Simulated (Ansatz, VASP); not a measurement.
**BN: VASP beside Ansatz**

```
B N
1.0
     2.51218    0.00000    0.00000
    -1.25609    2.17561    0.00000
     0.00000    0.00000    8.34369
B N
2 2
Direct
  0.31113 0.65042 0.25000
  0.64447 0.31708 0.75000
  0.33333 0.66667 0.75000
  0.66667 0.33333 0.25000
```

Change from the starting cell: all B atoms moved -0.050 Å, as atom 1 along Cartesian [1 1 0].

Alike in both runs: task single point; functional PBE; k mesh 12 × 12 × 4; occupations gaussian, width 0.05 eV; no spin polarisation.

|  | VASP | Ansatz |
| --- | --- | --- |
| version | VASP 6.6.1 | Ansatz 0.2.0 |
| potentials or method | VASP PAW PBE potentials, release 64 (B, N), cutoff 520 eV | scalar-relativistic, plane waves, PAW |
| valence electrons in the cell | 16 | 16 |

|  | VASP | Ansatz | Ansatz less VASP |
| --- | --- | --- | --- |
| gap on the k mesh at the Fermi level (eV) | 4.41 | 4.41 | +0.007 |
| least direct gap on the mesh (eV) | 4.69 | 4.69 | +0.003 |
| pressure (GPa) | 0.8 | 0.8 | -0.04 |
| traceless stress, the component that is largest in VASP (GPa) | -0.87 | -0.71 | +0.155 |
| rms of the force components (eV/Å) | 1.169 | 1.172 | +0.0032 |

Atom by atom the forces differ by 0.003 eV/Å (rms over components).
